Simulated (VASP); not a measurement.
Input of a VASP 6.6.1 run:

The input INCAR:

```
PREC = Accurate ; ENCUT = 520
EDIFF = 1E-7 ; ISMEAR = 0
SIGMA = 0.15 ; LREAL = False
LASPH = True ; NELM = 100
ALGO = Fast ; ISIF = 2
LWAVE = False ; LCHARG = False
GGA = PE ; NBANDS = 25
```

The input KPOINTS:

```
Automatic mesh
0
Gamma
  16 16 10
```

POSCAR

```
CuO
1.0
    2.0821496890     -2.0879424390      0.0000000000
    2.0821496890      2.0879424390      0.0000000000
    0.0000000000      0.0000000000      5.1512621043
Cu O
2 2
Direct
    0.0478940406      0.4521059594      0.0000000000
    0.5000000000      0.0000000000      0.5000000000
    0.5000000000      0.5000000000      0.2500000000
    0.5000000000      0.5000000000      0.7500000000
```

Potentials or basis: VASP PAW PBE potentials, release 64 (Cu, O).

Launch:

```sh
$ cat potpaw_PBE.64/Cu/POTCAR potpaw_PBE.64/O/POTCAR > POTCAR
$ mpirun -np 1 vasp_std > vasp.out
```

(1) What does it give for the band gap on the k mesh?

(2) Predict the pressure.

(3) Estimate the largest force.

## Answers

(1) zero (bands 17 and 18 overlap by 1.07 eV).

(2) 2.2 GPa.

(3) 2.070 eV/Å.

Caveat: the cell differs from its parent crystal (atom 1 (Cu) moved -0.200 Å along Cartesian [0 1 0]); semilocal functionals often make such compounds metallic where correlation or magnetic order opens a gap, which also shifts bond lengths; forces of over 1 eV/Å act on the atoms, so gaps and moduli don't describe the material at rest.
